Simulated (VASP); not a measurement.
Input of a VASP 6.6.1 run:

Contents of INCAR:

```
SYSTEM = CdH6
PREC     = Accurate       ! precision mode
ENCUT    = 520            ! plane-wave cutoff, eV
EDIFF    = 1E-7           ! SCF threshold, eV
ISMEAR   = 0              ! smearing method
SIGMA    = 0.02           ! smearing width, eV
LREAL    = .False.        ! projectors in reciprocal space
LASPH    = .True.         ! aspherical terms in the spheres
NELM     = 80             ! most SCF steps
ALGO     = Normal         ! electronic algorithm
ISIF     = 2              ! what is computed and relaxed
LWAVE    = .False.        ! write WAVECAR
LCHARG   = .True.         ! write CHGCAR
GGA      = PE             ! functional
LELF     = .True.         ! ELF
LVHAR    = .True.       
NBANDS   = 18             ! bands
```

File KPOINTS:

```
regular mesh
0
Gamma
  4 4 4
  0 0 0
```

The input POSCAR:

```
CdH6
1.0
    5.9663094078      0.0000000000      0.0000000000
    0.0000000000      5.9663094078      0.0000000000
    0.0000000000      0.0000000000      5.9663094078
Cd H
1 6
Direct
    0.0000000000      0.0000000000      0.0000000000
    0.0628808557      0.5000000000      0.5000000000
    0.5000000000      0.0628808557      0.5000000000
    0.9371191443      0.5000000000      0.5000000000
    0.5000000000      0.9371191443      0.5000000000
    0.5000000000      0.5000000000      0.0628808557
    0.5000000000      0.5000000000      0.9371191443
```

Potentials or basis: VASP PAW PBE potentials, release 64 (Cd, H).

The run is started by

```console
$ cat potpaw_PBE.64/Cd/POTCAR potpaw_PBE.64/H/POTCAR > POTCAR
$ mpirun -np 1 vasp_std > vasp.out
```

Task: What does it give for the largest force?

Result: 0.014 eV/Å.

Task: What does it give for the pressure?

Result: -0.1 GPa.

Task: Estimate the band gap on the k mesh.

Result: 3.77 eV.

Forces on the atoms (eV/Å):
```
Cd   0.000  0.000  0.000
H   -0.014  0.000  0.000
H    0.000 -0.014  0.000
H    0.014  0.000  0.000
H    0.000  0.014  0.000
H    0.000  0.000 -0.014
H    0.000  0.000  0.014
```

A k mesh can miss the band edges.
